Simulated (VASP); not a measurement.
Set up this calculation in VASP 6.6.1, as the native input.

```yaml
Task: relaxation of cell and atoms
Functional: LDA
Potentials_or_basis: VASP PAW LDA potentials, release 64 (Fe)
Cutoff: 600 eV
k_mesh: 20 × 20 × 20
Occupations: fermi-dirac, width 0.05 eV
Spin: collinear spin, ferromagnetic start
Starting_moments: "[2.5] μB"
Target_pressure: 31 GPa
Dipole_correction: no
Further_INCAR_settings: ALGO = Normal; EDIFF = 1e-06; IBRION = 2; EDIFFG = -0.005; NSW = 60; ISIF = 3
```

The structure of Fe lies in POSCAR:

```
Fe
1.0
   -1.3312184847      1.3312184847      1.3312184847
    1.3312184847     -1.3312184847      1.3312184847
    1.3312184847      1.3312184847     -1.3312184847
Fe
1
Direct
    0.0000000000      0.0000000000      0.0000000000
```

The input as run:

INCAR

```
SYSTEM = Fe
ALGO     = Normal         ! electronic algorithm
EDIFF    = 1E-6           ! SCF threshold, eV
EDIFFG   = -0.005         ! ionic threshold
ENCUT    = 600            ! plane-wave cutoff, eV
GGA      = CA             ! functional
IBRION   = 2              ! ionic algorithm
ISIF     = 3              ! what is computed and relaxed
ISMEAR   = -1             ! smearing method
ISPIN    = 2              ! spin polarisation
LASPH    = .True.         ! aspherical terms in the spheres
LCHARG   = .False.        ! write CHGCAR
LMAXMIX  = 4              ! l up to which the mixer works
LORBIT   = 11             ! projections on sites
LREAL    = .False.        ! projectors in reciprocal space
LWAVE    = .False.        ! write WAVECAR
MAGMOM   = 2.5            ! initial moments
NELM     = 150            ! most SCF steps
NSW      = 60             ! ionic steps
PREC     = Accurate       ! precision mode
PSTRESS  = 310.0        
SIGMA    = 0.05           ! smearing width, eV
```

KPOINTS

```
k-points
0
Gamma
  20 20 20
  0 0 0
```

Potentials or basis: VASP PAW LDA potentials, release 64 (Fe).

Command:

```console
$ cat potpaw_LDA.64/Fe/POTCAR > POTCAR
$ mpirun -np 1 vasp_std > vasp.out
```

It gave:

```yaml
Relaxed_volume: 9.41 Å³/atom
Relaxed_cell: a = 2.303 Å, b = 2.303 Å, c = 2.303 Å, α = 109.47°, β = 109.47°, γ = 109.47°
Space_group_after_relaxing_to_0.1_Å: Im-3m (No. 229)
Energy_change_on_relaxing_the_run_minimises_the_enthalpy: +5.9 meV/atom
Ionic_steps: 3
Pressure_after_relaxing: 31.0 GPa
Net_moment: 1.77 μB per cell
Site_moments: Fe +1.73 μB
Valence_electrons_inside_the_program's_atomic_spheres: Fe 7.75
```

Caveat: the cell is relaxed towards a set pressure, so the run minimises the enthalpy, not the energy.

Wall time 2.2 min on 1 thread of Intel Xeon 8259CL, with other jobs on the host, peak memory 0.16 GiB.
